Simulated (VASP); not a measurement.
# Si2SnB3 (Pmm2) in VASP: single point with PBE

Aim: the single point of Si2SnB3 with PBE.

All numbers are computed with VASP 6.6.1; they aren't measurements. Logs are shortened: lines on timing, memory, paths and dates and some standing lists are left out, and cuts for length are marked.

## 1. The cell of the first run

Symmetry: Pmm2, No. 25, orthorhombic system. The conventional cell has a = 2.940 Å, b = 3.212 Å, c = 8.336 Å, α = 90.00°, β = 90.00°, γ = 90.00°. Si (site symmetry mm2) has 8 B at 2.23 to 3.09 Å and 4 Si at 2.94 to 3.21 Å and 2 Sn at 3.03 Å within 3.3 Å. Within 2.8 Å of Si (site symmetry mm2) lie 6 B at 2.08 to 2.22 Å. Within 3.5 Å of Sn (site symmetry mm2) lie 3 B at 2.66 to 3.38 Å and 4 Sn at 2.94 to 3.21 Å and 6 Si at 3.03 to 3.13 Å. B (site symmetry mm2) has 3 B at 1.71 to 1.73 Å and 2 Si at 2.08 Å within 2.3 Å. Within 2.3 Å of B (site symmetry mm2) lie 1 B at 1.71 Å and 4 Si at 2.23 Å. Within 2.3 Å of B (site symmetry mm2) lie 2 B at 1.73 Å and 4 Si at 2.22 Å.

The cell was generated, and may not be a known phase.

## 2. Single point, PBE

INCAR

```
SYSTEM = Si2SnB3
PREC = Accurate
ENCUT = 520
EDIFF = 1E-7
ISMEAR = 0
SIGMA = 0.1
LREAL = .FALSE.
LASPH = .TRUE.
NELM = 100
ALGO = Normal
ISIF = 2
LWAVE = .FALSE.
LCHARG = .FALSE.
GGA = PE
NBANDS = 24
```

KPOINTS

```
Automatic mesh
0
G
  10 10 4
  0 0 0
```

POSCAR

```
Si2SnB3
1.0
    2.9401446556      0.0000000000      0.0000000000
    0.0000000000      3.2115050155      0.0000000000
    0.0000000000      0.0000000000      8.3360046605
Si Sn B
2 1 3
Direct
    0.5000000000      0.0000000000      0.9488580664
    0.0000000000      0.0000000000      0.3707962518
    0.5000000000      0.5000000000      0.6408331173
    0.0000000000      0.5000000000      0.2113223692
    0.0000000000      0.5000000000      0.0065371209
    0.5000000000      0.5000000000      0.3216540246
```

Potentials or basis: VASP PAW PBE potentials, release 64 (Si, Sn_d, B).

Launch:

```sh
$ cat potpaw_PBE.64/Si/POTCAR potpaw_PBE.64/Sn_d/POTCAR potpaw_PBE.64/B/POTCAR > POTCAR
$ mpirun -np 1 vasp_std > vasp.out
```

OUTCAR:

```text
SYSTEM = Si2SnB3
   PREC = Accurate
   ENCUT = 520
   EDIFF = 1E-7
   ISMEAR = 0
   LREAL = .FALSE.
   LASPH = .TRUE.
   NELM = 100
   ISIF = 2
   GGA = PE

 ion  position               nearest neighbor table
   1  0.500  0.000  0.949-   5 2.23   5 2.23   5 2.23   5 2.23   3 3.03   3 3.03
   2  0.000  0.000  0.371-   4 2.08   4 2.08   6 2.22   6 2.22   6 2.22   6 2.22   3 3.13   3 3.13
                             3 3.13   3 3.13
   3  0.500  0.500  0.641-   6 2.66   1 3.03   1 3.03   2 3.13   2 3.13   2 3.13   2 3.13
   4  0.000  0.500  0.211-   5 1.71   6 1.73   6 1.73   2 2.08   2 2.08
   5  0.000  0.500  0.007-   4 1.71   1 2.23   1 2.23   1 2.23   1 2.23
   6  0.500  0.500  0.322-   4 1.73   4 1.73   2 2.22   2 2.22   2 2.22   2 2.22   3 2.66

  LATTYP: Found a simple orthorhombic cell.
 ALAT       =     2.9401446556
 B/A-ratio  =     1.0922949010
 C/A-ratio  =     2.8352362339

  Lattice vectors:

 A1 = (   2.9401446556,   0.0000000000,   0.0000000000)
 A2 = (   0.0000000000,   3.2115050155,   0.0000000000)
 A3 = (   0.0000000000,   0.0000000000,   8.3360046605)

Analysis of symmetry for initial positions (statically):
=====================================================================
 Subroutine PRICEL returns:
 Original cell was already a primitive cell.

 Routine SETGRP: Setting up the symmetry group for a
 simple orthorhombic supercell.

 Subroutine GETGRP returns: Found  4 space group operations
 (whereof  4 operations were pure point group operations)
 out of a pool of  8 trial point group operations.

The static configuration has the point symmetry C_2v.

Analysis of symmetry for dynamics (positions and initial velocities):
=====================================================================
 Subroutine PRICEL returns:
 Original cell was already a primitive cell.

 Routine SETGRP: Setting up the symmetry group for a
 simple orthorhombic supercell.

 Subroutine GETGRP returns: Found  4 space group operations
 (whereof  4 operations were pure point group operations)
 out of a pool of  8 trial point group operations.

The dynamic configuration has the point symmetry C_2v.

 Subroutine INISYM returns: Found  4 space group operations
 (whereof  4 operations are pure point group operations),
 and found     1 'primitive' translations

----------------------------------------------------------------------------------------

[... 103 lines left out ...]
   NSW    =      0    number of steps for IOM
   IBRION =     -1    ionic relax: 0-MD 1-quasi-New 2-CG
   NFREE  =      0    steps in history (QN), initial steepest desc. (CG)
   ISIF   =      2    stress and relaxation
   ISYM   =      2    0-nonsym 1-usesym 2-fastsym
   POTIM  = 0.5000    time-step for ionic-motion
   TEBEG  =    0.0;   TEEND  =   0.0 temperature during run
   PSTRESS=    0.0 pullay stress
   NELECT =      31.0000    total number of electrons
   NUPDOWN=      -1.0000    fix difference up-down
   EMIN   =  10.00;   EMAX   =-10.00  energy-range for DOS
   EFERMI =   0.00;   METHOD = LEGACY
   ISMEAR =     0;   SIGMA  =   0.10  broadening in eV -4-tet -1-fermi 0-gaus
   EFERMI_NEDOS =   21; number of points for ismear=-14 and -15
   IALGO  =     38    algorithm
   IMIX   =      4    mixing-type and parameters
     AMIX     =   0.40;   BMIX     =  1.00
     AMIX_MAG =   1.60;   BMIX_MAG =  1.00
  volume/ion in A,a.u.               =      13.12        88.53
  Fermi-wavevector in a.u.,A,eV,Ry     =   1.200007  2.267684 19.592606  1.440016
  Thomas-Fermi vector in A             =   2.335854
   LORBIT       =      0    0 simple, 1 ext, 2 COOP (PROOUT), +10 PAW based schemes
   GGA     = PE    functional components
   LHFCALC =     F    Hartree Fock is set to
   AEXX    =    0.0000 exact exchange contribution
   IVDW    =     0    specifies the selected vdW correction
   LEPSILON=     F    determine dielectric tensor
   LRPA    =     F    only Hartree local field effects (RPA)
 non-spin polarized calculation
 Gauss-broadening in eV      SIGMA  =   0.10
  energy-cutoff  :      520.00
  volume of cell :       78.71
 maximum number of plane-waves:      2144
 NGX is ok and might be reduce to    24
   NGX = 11   NGY = 11   NGZ = 31

 number of electron      31.0000003 magnetization

 Free energy of the ion-electron system (eV)
  ---------------------------------------------------
  ext. energy  EPLUGINS =         0.00000000
  ---------------------------------------------------
  free energy    TOTEN  =       -31.57086004 eV

  energy without entropy =      -31.55926936  energy(sigma->0) =      -31.56506470

 E-fermi :   8.1069     XC(G=0): -11.0013

 val. band max:        8.0549782992   @ k =   0.3000   0.3000   0.2500
 cond. band min:       8.1236781408   @ k =   0.1000   0.3000   0.2500
 fundamental gap:      0.0686998416
 Fermi energy:         8.1069159629

 k-point     1 :       0.0000    0.0000    0.0000
  band No.  band energies     occupation
      1     -13.7694      2.00000
      2     -13.5544      2.00000
      3     -13.4261      2.00000
      4     -13.3626      2.00000
      5     -13.3417      2.00000
      6      -6.3879      2.00000
[... 637 lines left out ...]
     23      14.2117      0.00000
     24      14.6194      0.00000

 [... further k-points ...]

------------------------ aborting loop because EDIFF is reached ----------------------------------------

  FORCE on cell =-STRESS in cart. coord.  units (eV):
  Direction    XX          YY          ZZ          XY          YZ          ZX
  --------------------------------------------------------------------------------------
  -------------------------------------------------------------------------------------
  Total       -0.0067394     -0.0214681     -0.0160420      0.0000000      0.0000000      0.0000000
  in kB       -0.1371820     -0.4369866     -0.3265387      0.0000000      0.0000000      0.0000000
  external PRESSURE =      -0.3002358 kB  Pullay stress =       0.0000000 kB

 VOLUME and BASIS-vectors are now :
 -----------------------------------------------------------------------------
  energy-cutoff  :      520.00
  volume of cell :       78.71
      direct lattice vectors                 reciprocal lattice vectors
     2.940144656  0.000000000  0.000000000     0.340119320  0.000000000  0.000000000
     0.000000000  3.211505015  0.000000000     0.000000000  0.311380488  0.000000000
     0.000000000  0.000000000  8.336004661     0.000000000  0.000000000  0.119961545

 POSITION                                       TOTAL-FORCE (eV/Angst)
 -----------------------------------------------------------------------------------
      1.47007      0.00000      7.90969         0.000000      0.000000     -0.002439
      0.00000      0.00000      3.09096         0.000000      0.000000     -0.003563
      1.47007      1.60575      5.34199         0.000000      0.000000      0.004764
      0.00000      1.60575      1.76158         0.000000      0.000000      0.001467
      0.00000      1.60575      0.05449         0.000000      0.000000     -0.001940
      1.47007      1.60575      2.68131         0.000000      0.000000      0.001712
 -----------------------------------------------------------------------------------
    total drift:                                0.000000     -0.000000      0.000115

  FREE ENERGIE OF THE ION-ELECTRON SYSTEM (eV)
  ---------------------------------------------------
  free  energy   TOTEN  =       -31.5708600396 eV

  energy  without entropy=      -31.5592693563  energy(sigma->0) =      -31.56506470
```

OSZICAR:

```text
N       E                     dE             d eps       ncg     rms          rms(c)
DAV:   1     0.195840027357E+03    0.19584E+03   -0.13662E+04  5368   0.148E+03
DAV:   2    -0.130735022374E+02   -0.20891E+03   -0.19491E+03  5384   0.401E+02
DAV:   3    -0.343982193818E+02   -0.21325E+02   -0.20530E+02  6624   0.102E+02
DAV:   4    -0.350756914431E+02   -0.67747E+00   -0.67453E+00  6368   0.182E+01
DAV:   5    -0.350929027746E+02   -0.17211E-01   -0.17207E-01  7208   0.311E+00    0.894E+00
DAV:   6    -0.316257336523E+02    0.34672E+01   -0.98847E+00  7256   0.186E+01    0.428E+00
DAV:   7    -0.315913476539E+02    0.34386E-01   -0.24762E+00  6048   0.693E+00    0.224E+00
DAV:   8    -0.315769646570E+02    0.14383E-01   -0.17289E-01  6728   0.206E+00    0.108E+00
DAV:   9    -0.315711185591E+02    0.58461E-02   -0.32124E-02  6520   0.882E-01    0.398E-01
DAV:  10    -0.315708062274E+02    0.31233E-03   -0.50965E-03  6480   0.406E-01    0.134E-01
DAV:  11    -0.315708472086E+02   -0.40981E-04   -0.63233E-04  6488   0.136E-01    0.517E-02
DAV:  12    -0.315708583479E+02   -0.11139E-04   -0.73404E-05  6752   0.466E-02    0.203E-02
DAV:  13    -0.315708600096E+02   -0.16617E-05   -0.10300E-05  6480   0.170E-02    0.475E-03
DAV:  14    -0.315708600536E+02   -0.43991E-07   -0.13245E-06  6408   0.681E-03    0.183E-03
DAV:  15    -0.315708600396E+02    0.14023E-07   -0.14371E-07  5336   0.229E-03
   1 F= -.31570860E+02 E0= -.31565065E+02  d E =-.115907E-01
```

Wall time 97 s (1 thread of AMD EPYC 9R45 (Zen 5), shared host); peak memory 0.29 GiB.

What came out:

| Quantity | Value |
| --- | --- |
| Free energy | -31.5709 eV |
| Pressure | 0.0 GPa |
| Largest force | 0.005 eV/Å |
| Band gap on the k mesh | zero (an odd number of electrons rules out a gap without spin polarisation) |

Forces on the atoms (eV/Å):
```
Si   0.000  0.000 -0.002
Si   0.000  0.000 -0.004
Sn   0.000  0.000  0.005
B    0.000  0.000  0.001
B    0.000  0.000 -0.002
B    0.000  0.000  0.002
```

Caveat: spin-orbit coupling is left out, which moves the levels of the heavy elements; an odd number of electrons without spin polarisation forces a metal; a magnetic or distorted state may lie lower.

The gap in the log of VASP goes by the Fermi energy; the results here count the filled bands.